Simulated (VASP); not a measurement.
# PrBe3Si in VASP: notebook

PrBe3Si is run at these levels: PBE; tasks: single point, relaxation of shape and atoms at fixed volume.

Program: VASP 6.6.1. These are calculated values, not measurements. Logs are shortened: lines on timing, memory, paths and dates and some standing lists are left out, and cuts for length are marked.

## (1) The cell of the first run

The typed cell holds 10 atoms: a = 5.522 Å, b = 5.520 Å, c = 5.548 Å, α = 90.00°, β = 90.00°, γ = 119.45°.

## (2) Single point, PBE

Contents of INCAR:

```
SYSTEM = PrBe3Si
PREC = Accurate
ENCUT = 600
EDIFF = 1E-6
ISMEAR = 0
SIGMA = 0.2
LREAL = .FALSE.
LASPH = .TRUE.
NELM = 200
ALGO = Normal
ISIF = 2
LWAVE = .FALSE.
LCHARG = .FALSE.
GGA = PE
NBANDS = 32
GGA_COMPAT = .FALSE.
LMAXMIX = 6
```

Contents of KPOINTS:

```
Automatic mesh
0
G
  4 4 4
  0 0 0
```

Contents of POSCAR:

```
PrBe3Si
1.0
    1.9689960676     -1.9683672102     -4.7686806002
    1.9670411587     -1.9677310731      4.7669909915
   -3.9233698509     -3.9233666280     -0.0002909504
Pr Be Si
2 6 2
Direct
    0.9792886020      0.0205903079      1.0000250889
    0.4798692043      0.5201359292      0.5000279155
    0.1025786775      0.8975247926      0.4999486134
    0.6035395950      0.3966763574     -0.0000354990
    0.9749942596      0.5273754093      0.7494049250
    0.4727416146      0.0251596456      0.2503174363
    0.4726072331      0.0250012816      0.7497034761
    0.9749812752      0.5273306998      0.2505725333
    0.3550042006      0.6447688887     -0.0000173830
    0.8543953178      0.1454367083      0.5000528934
```

Potentials or basis: VASP PAW PBE potentials, release 64 (Pr_3, Be, Si), 4f in core.

On the command line:

```bash
$ cat potpaw_PBE.64/Pr_3/POTCAR potpaw_PBE.64/Be/POTCAR potpaw_PBE.64/Si/POTCAR > POTCAR
$ mpirun -np 1 vasp_std > vasp.out
```

OUTCAR:

```text
SYSTEM = PrBe3Si
   PREC = Accurate
   ENCUT = 600
   EDIFF = 1E-6
   ISMEAR = 0
   LREAL = .FALSE.
   LASPH = .TRUE.
   NELM = 200
   ISIF = 2
   GGA = PE

 ion  position               nearest neighbor table
   1  0.979  0.021  0.000-   3 3.01   3 3.01  10 3.02  10 3.02   4 3.02   9 3.02   9 3.03   4 3.03
                             8 3.05   5 3.05   7 3.05   6 3.05   8 3.13   6 3.13   5 3.13   7 3.13
   2  0.480  0.520  0.500-   4 3.01   4 3.01   3 3.02   9 3.02   9 3.02   3 3.02  10 3.03  10 3.03
                             6 3.05   7 3.05   5 3.05   8 3.05   7 3.13   5 3.13   8 3.13   6 3.13
   3  0.103  0.898  0.500-   8 2.27   5 2.27   7 2.28   6 2.28  10 2.37   1 3.01   1 3.01   2 3.02
                             2 3.02
   4  0.604  0.397  1.000-   6 2.28   7 2.28   5 2.28   8 2.28   9 2.37   2 3.01   2 3.01   1 3.02
                             1 3.03
   5  0.975  0.527  0.749-   3 2.27   4 2.28   9 2.33  10 2.33   1 3.05   2 3.05   2 3.13   1 3.13

   6  0.473  0.025  0.250-   3 2.28   4 2.28   9 2.33  10 2.33   2 3.05   1 3.05   2 3.13   1 3.13

   7  0.473  0.025  0.750-   3 2.28   4 2.28   9 2.33  10 2.33   2 3.05   1 3.05   2 3.13   1 3.13

   8  0.975  0.527  0.251-   3 2.27   4 2.28   9 2.33  10 2.33   1 3.05   2 3.05   2 3.13   1 3.13

   9  0.355  0.645  1.000-   7 2.33   6 2.33   5 2.33   8 2.33   4 2.37   2 3.02   2 3.02   1 3.02
                             1 3.03
  10  0.854  0.145  0.500-   5 2.33   8 2.33   6 2.33   7 2.33   3 2.37   1 3.02   1 3.02   2 3.03
                             2 3.03

  LATTYP: Found a triclinic cell.
 ALAT       =     7.8594753691
 B/A-ratio  =     0.7059606808
 C/A-ratio  =     0.7022795543
 COS(alpha) =     0.0000428893
 COS(beta)  =     0.3568584292
 COS(gamma) =     0.7059658944

  Lattice vectors:

 A1 = (  -0.0126673754,   7.8594649113,   0.0019805591)
 A2 = (   3.9233698509,   3.9233666280,   0.0002909504)
 A3 = (  -1.9670411587,   1.9677310731,  -4.7669909915)

Analysis of symmetry for initial positions (statically):
=====================================================================
 Subroutine PRICEL returns:
 Original cell was already a primitive cell.

 Routine SETGRP: Setting up the symmetry group for a
 triclinic supercell.

 Subroutine GETGRP returns: Found  1 space group operations
 (whereof  1 operations were pure point group operations)
 out of a pool of  2 trial point group operations.

The static configuration has the point symmetry C_1 .

Analysis of symmetry for dynamics (positions and initial velocities):
=====================================================================
 Subroutine PRICEL returns:
 Original cell was already a primitive cell.

 Routine SETGRP: Setting up the symmetry group for a
 triclinic supercell.

 Subroutine GETGRP returns: Found  1 space group operations
 (whereof  1 operations were pure point group operations)
 out of a pool of  2 trial point group operations.

The dynamic configuration has the point symmetry C_1 .

 Subroutine INISYM returns: Found  1 space group operations
 (whereof  1 operations are pure point group operations),
 and found     1 'primitive' translations

----------------------------------------------------------------------------------------

                                     Primitive cell

  volume of cell :     147.2560

  direct lattice vectors                    reciprocal lattice vectors
     1.968996068 -1.968367210 -4.768680600     0.127011668 -0.127003998 -0.104834872
     1.967041159 -1.967731073  4.766990992     0.127048907 -0.127056791  0.104903906
    -3.923369851 -3.923366628 -0.000290950    -0.127442509 -0.127440524 -0.000017625

  length of vectors
     5.521931696  5.519548859  5.548480582     0.207971944  0.208061728  0.180229522

  position of ions in fractional coordinates (direct lattice)
     0.979288602  0.020590308  0.000025089
     0.479869204  0.520135929  0.500027915
     0.102578677  0.897524793  0.499948613
     0.603539595  0.396676357  0.999964501
     0.974994260  0.527375409  0.749404925
     0.472741615  0.025159646  0.250317436
     0.472607233  0.025001282  0.749703476
     0.974981275  0.527330700  0.250572533
     0.355004201  0.644768889  0.999982617
     0.854395318  0.145436708  0.500052893

  ion indices of the primitive-cell ions
   primitive index   ion index
                 1           1
                 2           2
                 3           3
                 4           4
                 5           5
                 6           6
                 7           7
                 8           8
                 9           9
                10          10

----------------------------------------------------------------------------------------

 KPOINTS: Automatic mesh

Automatic generation of k-mesh.
 Grid dimensions read from file:
 generate k-points for:    4    4    4

 Generating k-lattice:

[... 40 lines left out ...]
   ISPIN  =      1    spin polarized calculation?
   LNONCOLLINEAR =      F non collinear calculations
   LSORBIT =      F    spin-orbit coupling
   LASPH  =      T    aspherical Exc in radial PAW
   ENCUT  =  600.0 eV  44.10 Ry    6.64 a.u.  11.03 11.02 11.08*2*pi/ulx,y,z
   NELM   =    200;   NELMIN=  2; NELMDL= -5     # of ELM steps
   EDIFF  = 0.1E-05   stopping-criterion for ELM
   LREAL  =      F    real-space projection
   EDIFFG = 0.1E-04   stopping-criterion for IOM
   NSW    =      0    number of steps for IOM
   IBRION =     -1    ionic relax: 0-MD 1-quasi-New 2-CG
   NFREE  =      0    steps in history (QN), initial steepest desc. (CG)
   ISIF   =      2    stress and relaxation
   ISYM   =      2    0-nonsym 1-usesym 2-fastsym
   POTIM  = 0.5000    time-step for ionic-motion
   TEBEG  =    0.0;   TEEND  =   0.0 temperature during run
   PSTRESS=    0.0 pullay stress
   NELECT =      42.0000    total number of electrons
   NUPDOWN=      -1.0000    fix difference up-down
   EMIN   =  10.00;   EMAX   =-10.00  energy-range for DOS
   EFERMI =   0.00;   METHOD = LEGACY
   ISMEAR =     0;   SIGMA  =   0.20  broadening in eV -4-tet -1-fermi 0-gaus
   EFERMI_NEDOS =   21; number of points for ismear=-14 and -15
   IALGO  =     38    algorithm
   IMIX   =      4    mixing-type and parameters
     AMIX     =   0.40;   BMIX     =  1.00
     AMIX_MAG =   1.60;   BMIX_MAG =  1.00
  volume/ion in A,a.u.               =      14.73        99.37
  Fermi-wavevector in a.u.,A,eV,Ry     =   1.077623  2.036413 15.800064  1.161272
  Thomas-Fermi vector in A             =   2.213540
   LORBIT       =      0    0 simple, 1 ext, 2 COOP (PROOUT), +10 PAW based schemes
   GGA     = PE    functional components
   LHFCALC =     F    Hartree Fock is set to
   AEXX    =    0.0000 exact exchange contribution
   IVDW    =     0    specifies the selected vdW correction
   LEPSILON=     F    determine dielectric tensor
   LRPA    =     F    only Hartree local field effects (RPA)
 non-spin polarized calculation
 Gauss-broadening in eV      SIGMA  =   0.20
  energy-cutoff  :      600.00
  volume of cell :      147.26
 maximum number of plane-waves:      4948
 NGX is ok and might be reduce to    48
   NGX = 23   NGY = 23   NGZ = 23

 number of electron      42.0000000 magnetization

 Free energy of the ion-electron system (eV)
  ---------------------------------------------------
  ext. energy  EPLUGINS =         0.00000000
  ---------------------------------------------------
  free energy    TOTEN  =       -45.25033050 eV

  energy without entropy =      -45.18456790  energy(sigma->0) =      -45.21744920

 E-fermi :   5.3350     XC(G=0): -10.3681

 val. band max:        5.3306273500   @ k =   0.2500   0.2500   0.0000
 cond. band min:       5.3443197667   @ k =   0.5000  -0.0000   0.5000
 fundamental gap:      0.0136924166
 Fermi energy:         5.3349645742

 k-point     1 :       0.0000    0.0000    0.0000
  band No.  band energies     occupation
      1     -30.0068      2.00000
      2     -29.9540      2.00000
      3     -12.3195      2.00000
      4     -12.3099      2.00000
      5     -12.2128      2.00000
      6     -12.1072      2.00000
[... 24 lines left out ...]
     31      10.9528      0.00000
     32      11.1185      0.00000
[... 774 lines left out ...]
      2     -29.9668      2.00000
      3     -12.3743      2.00000
      4     -12.2467      2.00000
      5     -12.1820      2.00000
      6     -12.1413      2.00000
[... 24 lines left out ...]
     31       9.4885      0.00000
     32      10.3075      0.00000

 [... further k-points ...]
[... 5 lines left out ...]
  --------------------------------------------------------------------------------------
  -------------------------------------------------------------------------------------
  Total        0.1825226      0.1804179      0.0266478     -0.0015090     -0.0366013      0.0458996
  in kB        1.9858863      1.9629866      0.2899340     -0.0164182     -0.3982299      0.4993982
  external PRESSURE =       1.4129356 kB  Pullay stress =       0.0000000 kB

 VOLUME and BASIS-vectors are now :
 -----------------------------------------------------------------------------
  energy-cutoff  :      600.00
  volume of cell :      147.26
      direct lattice vectors                 reciprocal lattice vectors
     1.968996068 -1.968367210 -4.768680600     0.127011668 -0.127003998 -0.104834872
     1.967041159 -1.967731073  4.766990992     0.127048907 -0.127056791  0.104903906
    -3.923369851 -3.923366628 -0.000290950    -0.127442509 -0.127440524 -0.000017625

 POSITION                                       TOTAL-FORCE (eV/Angst)
 -----------------------------------------------------------------------------------
      1.96862     -1.96821     -4.57176         0.001827     -0.001064      0.006694
      0.00619     -3.92984      0.19099        -0.000036      0.002728      0.009726
      0.00596     -3.92948      3.78918        -0.000759     -0.001061     -0.011295
     -1.95458     -5.89177     -0.98743        -0.002177      0.000951     -0.010853
      0.01694     -5.89707     -2.13566        -0.003695     -0.000768     -0.003109
     -0.00177     -1.96212     -2.13449         0.000293     -0.000273     -0.004430
     -1.96162     -3.92082     -2.13475         0.003397     -0.001332     -0.003118
      1.97393     -3.93985     -2.13567        -0.000650      0.004177     -0.002659
     -1.95601     -5.89081      1.38041         0.000008     -0.003611      0.009112
      0.00649     -3.92983     -3.38119         0.001791      0.000255      0.009931
 -----------------------------------------------------------------------------------
    total drift:                               -0.000002     -0.000003      0.000424

  FREE ENERGIE OF THE ION-ELECTRON SYSTEM (eV)
  ---------------------------------------------------
  free  energy   TOTEN  =       -45.2503304993 eV

  energy  without entropy=      -45.1845678984  energy(sigma->0) =      -45.21744920
```

Run time: 2.9 min. Hardware: 1 thread of Intel Xeon Platinum 8488C (Sapphire Rapids), shared host; peak memory 0.45 GiB.

What came out:

- Free energy: -45.2503 eV
- Pressure: 0.1 GPa
- Largest force: 0.011 eV/Å
- Band gap on the k mesh: zero (bands 21 and 22 overlap by 1.42 eV)

Forces on the atoms (eV/Å):
```
Pr   0.002 -0.001  0.007
Pr   0.000  0.003  0.010
Be  -0.001 -0.001 -0.011
Be  -0.002  0.001 -0.011
Be  -0.004 -0.001 -0.003
Be   0.000  0.000 -0.004
Be   0.003 -0.001 -0.003
Be  -0.001  0.004 -0.003
Si   0.000 -0.004  0.009
Si   0.002  0.000  0.010
```

Stress tensor (GPa, compression positive):
```
 0.20  0.00  0.05
 0.00  0.20 -0.04
 0.05 -0.04  0.03
```

Levels at points of the mesh, in eV from the Fermi level:
```csv
k point,band 17,band 18,band 19,band 20,band 21,band 22,band 23,band 24,band 25,band 26
"(0.00, 0.00, 0.00)",-2.33,-2.33,-1.78,-1.01,-0.97,1.59,1.63,2.22,2.90,3.24
"(0.50, 0.00, 0.00)",-1.93,-1.91,-0.95,-0.92,-0.53,-0.52,2.16,2.18,2.74,2.76
"(0.00, 0.50, 0.00)",-1.93,-1.91,-0.95,-0.92,-0.53,-0.52,2.16,2.19,2.74,2.76
"(0.50, 0.50, 0.00)",-1.80,-1.79,-1.18,-0.98,0.23,1.17,1.53,1.56,3.24,3.44
"(0.00, 0.00, 0.50)",-1.96,-1.94,-1.06,-1.06,-0.89,-0.89,3.44,3.44,3.63,3.65
"(0.50, 0.00, 0.50)",-1.72,-1.71,0.01,0.02,0.53,0.53,0.67,0.68,1.64,1.65
"(0.00, 0.50, 0.50)",-1.72,-1.71,0.01,0.02,0.53,0.53,0.68,0.68,1.64,1.65
"(0.50, 0.50, 0.50)",-0.86,-0.85,-0.79,-0.78,0.04,0.05,1.74,1.75,1.81,1.82
```

Caveat: spin-orbit coupling is left out, which moves the levels of the heavy elements; the 4f electrons are frozen in the core, so they carry no moment and show no levels. Spin polarisation is off, so any magnetic state and its effect on volume and gap are missing.

## (3) Relaxation of shape and atoms at fixed volume, PBE (13.38 Å³/atom)

Contents of INCAR:

```
SYSTEM = PrBe3Si
ALGO = Normal
EDIFF = 1E-7
EDIFFG = -0.01
ENCUT = 600
GGA = PE
GGA_COMPAT = .False.
IBRION = 2
ISIF = 4
ISMEAR = 0
LASPH = .True.
LCHARG = .False.
LMAXMIX = 6
LREAL = .False.
LWAVE = .False.
NELM = 200
NELMIN = 4
NSW = 50
PREC = Accurate
SIGMA = 0.1
```

Contents of KPOINTS:

```
k-points
0
Gamma
  12 12 12
  0 0 0
```

Contents of POSCAR:

```
PrBe3Si
1.0
   -1.9159625922      1.9159625922      4.5548646821
    1.9159625922     -1.9159625922      4.5548646821
    1.9159625922      1.9159625922     -4.5548646821
Pr Be Si
1 3 1
Direct
    0.0209950542      0.0209950542      0.0000000000
    0.3943351425      0.3943351425      0.0000000000
    0.2767338609      0.7767338609      0.5000000000
    0.7767338609      0.2767338609      0.5000000000
    0.6462020918      0.6462020918      0.0000000000
```

Potentials or basis: VASP PAW PBE potentials, release 64 (Pr_3, Be, Si), 4f in core.

On the command line:

```bash
$ cat potpaw_PBE.64/Pr_3/POTCAR potpaw_PBE.64/Be/POTCAR potpaw_PBE.64/Si/POTCAR > POTCAR
$ mpirun -np 1 vasp_std > vasp.out
```

Wall time 12 min (1 thread of AMD EPYC 7R43 (Zen 3), shared host); peak memory 0.4 GiB.

Results (log left out):

```yaml
Free_energy: -22.4208 eV
Energy_gained_by_relaxing: 0.1 meV/atom
Ionic_steps: 5
Pressure_after_relaxing: 10.9 GPa
Largest_force_after_relaxing: 0.003 eV/Å
Band_gap_on_the_k_mesh: zero (an odd number of electrons rules out a gap without spin polarisation)
```

Forces on the atoms (eV/Å):
```
Pr   0.000  0.000  0.000
Be   0.000  0.000  0.001
Be   0.000  0.000  0.001
Be   0.000  0.000  0.001
Si   0.000  0.000 -0.003
```

The path:
```csv
step,energy change (eV),largest force (eV/Å),pressure (GPa),volume (Å³)
1,0.0000,0.0477,10.97,66.88
2,-0.0004,0.0319,10.94,66.88
3,-0.0006,0.0238,10.90,66.88
4,-0.0006,0.0103,10.90,66.88
5,-0.0006,0.0033,10.90,66.88
```

Final structure:
```cif
data_structure
_symmetry_space_group_name_H-M 'P 1'
_symmetry_Int_Tables_number 1
_cell_length_a 5.2892
_cell_length_b 5.2892
_cell_length_c 5.2892
_cell_angle_alpha 137.450
_cell_angle_beta 137.450
_cell_angle_gamma 61.747
_cell_volume 66.88
loop_
_atom_site_label
_atom_site_type_symbol
_atom_site_fract_x
_atom_site_fract_y
_atom_site_fract_z
_atom_site_occupancy
Pr1 Pr 0.02127 0.02127 0.00000 1
Be1 Be 0.39358 0.39358 0.00000 1
Be2 Be 0.27701 0.77701 0.50000 1
Be3 Be 0.77701 0.27701 0.50000 1
Si1 Si 0.64612 0.64612 0.00000 1
```

Levels at points of the mesh, in eV from the Fermi level:
```
           k point  band 8  band 9  band 10  band 11  band 12  band 13  band 14
(0.00, 0.00, 0.00)   -2.53   -2.53    -1.10     1.84     1.84     2.55     3.31
(0.50, 0.00, 0.00)   -3.01   -1.83     0.08     0.67     0.86     1.75     3.29
(0.50, 0.50, 0.00)   -3.73   -3.14    -1.75    -0.70     3.96     5.05     5.13
(0.50, 0.50, 0.50)   -1.84   -1.28     0.57     1.46     1.82     1.82     3.71
```

Caveat: spin-orbit coupling is left out, which moves the levels of the heavy elements; the 4f electrons are frozen in the core, so they carry no moment and show no levels.

## (4) Relaxation of shape and atoms at fixed volume, PBE (13.82 Å³/atom)

Contents of INCAR:

```
SYSTEM = PrBe3Si
PREC = Accurate ; ENCUT = 600
EDIFF = 1E-7 ; ISMEAR = 0
SIGMA = 0.1 ; LREAL = .FALSE.
LASPH = .TRUE. ; NELM = 200
ALGO = Normal ; ISIF = 4
LWAVE = .FALSE. ; LCHARG = .FALSE.
GGA = PE ; IBRION = 2
NSW = 50 ; EDIFFG = -0.01
GGA_COMPAT = .FALSE. ; NELMIN = 4
LMAXMIX = 6
```

Contents of KPOINTS:

```
Automatic mesh
0
G
  12 12 12
  0 0 0
```

Contents of POSCAR:

```
PrBe3Si
1.0
   -1.9339884430      1.9339884430      4.6177268804
    1.9339884430     -1.9339884430      4.6177268804
    1.9339884430      1.9339884430     -4.6177268804
Pr Be Si
1 3 1
Direct
    0.0208956451      0.0208956451      0.0000000000
    0.3949246839      0.3949246839      0.0000000000
    0.2765466863      0.7765466863      0.5000000000
    0.7765466863      0.2765466863      0.5000000000
    0.6460863086      0.6460863086      0.0000000000
```

On the command line:

```bash
$ cat potpaw_PBE.64/Pr_3/POTCAR potpaw_PBE.64/Be/POTCAR potpaw_PBE.64/Si/POTCAR > POTCAR
$ mpirun -np 1 vasp_std > vasp.out
```

It took 17 min on 1 thread of AMD EPYC 7R43 (Zen 3), shared host; peak memory 0.47 GiB.

It converged, with:

- Free energy: -22.5416 eV
- Energy gained by relaxing: 0.1 meV/atom
- Ionic steps: 6
- Pressure after relaxing: 6.8 GPa
- Band gap on the k mesh: zero (an odd number of electrons rules out a gap without spin polarisation)

Forces on the atoms (eV/Å):
```
Pr   0.000  0.000  0.000
Be   0.000  0.000  0.001
Be   0.000  0.000  0.001
Be   0.000  0.000  0.001
Si   0.000  0.000 -0.003
```

Step by step:
```tsv
step	energy change (eV)	largest force (eV/Å)	pressure (GPa)	volume (Å³)
1	0.0000	0.0407	6.83	69.09
2	-0.0004	0.0294	6.80	69.09
3	-0.0006	0.0206	6.76	69.09
4	-0.0006	0.0198	6.76	69.09
5	-0.0006	0.0103	6.76	69.09
6	-0.0006	0.0028	6.76	69.09
```

Final structure:
```yaml
crystal:
  lattice:
    - [-1.93749, 1.93749, 4.60105]
    - [1.93749, -1.93749, 4.60105]
    - [1.93749, 1.93749, -4.60105]
  atoms:
    - { symbol: Pr, position: [0.02113, 0.02113, 0.00000] }
    - { symbol: Be, position: [0.39420, 0.39420, 0.00000] }
    - { symbol: Be, position: [0.27678, 0.77678, 0.50000] }
    - { symbol: Be, position: [0.77678, 0.27678, 0.50000] }
    - { symbol: Si, position: [0.64611, 0.64611, 0.00000] }
```

Levels at points of the mesh, in eV from the Fermi level:
```
           k point  band 7  band 8  band 9  band 10  band 11  band 12  band 13  band 14
(0.00, 0.00, 0.00)   -2.70   -2.45   -2.45    -1.03     1.77     1.77     2.44     3.17
(0.50, 0.00, 0.00)   -3.12   -3.04   -1.78     0.10     0.68     0.80     1.74     3.16
(0.50, 0.50, 0.00)   -4.07   -3.74   -3.08    -1.72    -0.78     3.77     4.89     4.90
(0.50, 0.50, 0.50)   -1.82   -1.82   -1.23     0.53     1.37     1.76     1.76     3.65
```

Caveat: spin-orbit coupling is left out, which moves the levels of the heavy elements; the 4f electrons are frozen in the core, so they carry no moment and show no levels. Spin polarisation is off, so any magnetic state and its effect on volume and gap are missing.

## (5) The runs side by side

```tsv
task	cell	k mesh	smearing	gap on the mesh (eV)	pressure (GPa)
single point	a = 5.522, b = 5.520, c = 5.548 Å, angles 90.0, 90.0, 119.5°, 10 atoms, atomic positions A	4 × 4 × 4	gaussian 0.2 eV	none	0.1
relaxation of shape and atoms at fixed volume	relaxed from a = 5.300 Å, angles 137.6, 137.6, 61.5°, 5 atoms, atomic positions B	12 × 12 × 12	gaussian 0.1 eV	none	10.9
relaxation of shape and atoms at fixed volume	relaxed from a = 5.367 Å, angles 137.8, 137.8, 61.3°, 5 atoms, atomic positions C	12 × 12 × 12	gaussian 0.1 eV	none	6.8
```

Alike in all rows: level PBE; potentials or basis VASP PAW PBE potentials, release 64 (Pr_3, Be, Si), 4f in core; no spin polarisation; cutoff (eV) 600.

Caveats: spin-orbit coupling is left out, which moves the levels of the heavy elements; the 4f electrons are frozen in the core, so they carry no moment and show no levels.

Absolute energies hang on the potentials; compare differences alone.

The gap in the log of VASP goes by the Fermi energy; the results here count the filled bands.